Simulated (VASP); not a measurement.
## Sr: single point with LDA

Crystal: Sr.

```xyz
2
Lattice="-3.7064 3.7064 2.0209 3.7064 -3.7064 2.0209 3.7064 3.7064 -2.0209" Properties=species:S:1:pos:R:3 pbc="T T T"
Sr    0.0000    0.0000    0.0000
Sr    0.0000    3.7064    1.0104
```

```
Program             : VASP 6.6.1
Task                : single point
Functional          : LDA
Potentials or basis : VASP PAW LDA potentials, release 64 (Sr_sv)
Cutoff              : 520 eV
k mesh              : 8 × 8 × 8
Occupations         : fermi-dirac, width 0.05 eV
Spin                : no spin polarisation
```

```
Pressure               : -1.2 GPa
Band gap on the k mesh : zero (bands 10 and 11 overlap by 0.50 eV)
```

Stress tensor (GPa, compression positive):
```
-1.05  0.00  0.00
 0.00 -1.05  0.00
 0.00  0.00 -1.61
```

Levels at points of the mesh, in eV from the Fermi level:
```
           k point  band 7  band 8  band 9  band 10  band 11  band 12  band 13  band 14
(0.00, 0.00, 0.00)  -18.48  -18.48   -3.49    -0.35     0.57     0.98     1.60     2.67
(0.50, 0.00, 0.00)  -18.55  -18.46   -0.88    -0.04    -0.04     0.95     1.17     1.77
(0.50, 0.50, 0.00)  -18.48  -18.48   -1.88    -1.88     1.01     1.01     1.52     1.52
(0.50, 0.50, 0.50)  -18.45  -18.45   -1.22    -1.22     0.00     0.00     1.55     1.55
```

Wall time 2.3 min on 1 thread of AMD EPYC 7R43 64-Core Processor (Zen 3) (shared host), peak memory 0.22 GiB.
